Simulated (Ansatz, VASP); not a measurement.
NaCl: VASP beside Ansatz

POSCAR

```
NaCl
1.0
   -0.0253156368      3.0619571407      3.0619571407
    3.0619571407     -0.0253156368      3.0619571407
    3.0619571407      3.0619571407     -0.0253156368
Na Cl
1 1
Direct
   -0.0009782326     -0.0009782326     -0.0009782326
    0.2509782326      0.2509782326      0.2509782326
```

INCAR.step1

```
SYSTEM = NaCl
ALGO = Normal ; EDIFF = 1E-5
ENCUT = 520 ; GGA = PE
ISIF = 2 ; ISMEAR = 0
LASPH = .True. ; LCHARG = .False.
LREAL = .False. ; LWAVE = .True.
NBANDS = 14 ; NELM = 100
PREC = Accurate ; SIGMA = 0.01
```

Contents of INCAR.step2:

```
SYSTEM = NaCl
ALGO = Normal ; EDIFF = 1E-6
ENCUT = 520 ; GGA = PE
HFSCREEN = 0.2079 ; ISIF = 2
ISMEAR = 0 ; ISTART = 1
LASPH = .True. ; LCHARG = .False.
LHFCALC = .True. ; LREAL = .False.
LWAVE = .False. ; NBANDS = 14
NELM = 100 ; PREC = Accurate
PRECFOCK = Normal ; SIGMA = 0.01
```

The input KPOINTS:

```
k-points
0
Gamma
  6 6 6
  0 0 0
```

Input for Ansatz:

```yaml
crystal:
  lattice:
    - [-0.0253156368, 3.0619571407, 3.0619571407]
    - [3.0619571407, -0.0253156368, 3.0619571407]
    - [3.0619571407, 3.0619571407, -0.0253156368]
  atoms:
    - { symbol: Na, position: [-0.0009782326, -0.0009782326, -0.0009782326] }
    - { symbol: Cl, position: [0.2509782326, 0.2509782326, 0.2509782326] }
kpoints:
  mp_grid: { grid: [6, 6, 6] }
  band_path:
    path:
      - [0.0, 0.0, 0.0]
      - [-0.5, -0.5, 0.0]
      - [-0.375, -0.375, 0.25]
      - [-0.375, 0.0, 0.375]
      - [0.0, 0.0, 0.5]
      - [-0.5, -0.25, 0.25]
    npoints: 1
hamiltonian:
  xc: hse06
scf:
  occupations: { method: fixed }
  n_extra_bands: 4
output:
  forces: true
  stress: true
  eigenvalues: true
```

Change from the starting cell: shear_111 strain -1.2%.

Alike in both runs: task single point; functional HSE06; k mesh 6 × 6 × 6; no spin polarisation.

|  | VASP | Ansatz |
| --- | --- | --- |
| version | VASP 6.6.1 | Ansatz 0.2.0 |
| potentials or method | VASP PAW PBE potentials, release 64 (Na_pv, Cl) | plane waves, PAW |
| plane-wave cutoff (eV) | 520 | 420 |
| occupations | gaussian, width 0.01 eV | fixed |
| valence electrons in the cell | 14 | 16 |

|  | VASP | Ansatz | Ansatz less VASP |
| --- | --- | --- | --- |
| gap on the k mesh at the Fermi level (eV) | 6.25 | 6.26 | +0.010 |
| pressure (GPa) | 0.6 | 0.6 | -0.04 |

VASP's potentials hold 14 valence electrons a cell and Ansatz's 16, so a difference there can come from the potentials and not from the codes. Ansatz's warnings: stress exchange threshold loose, stress scf threshold loose.
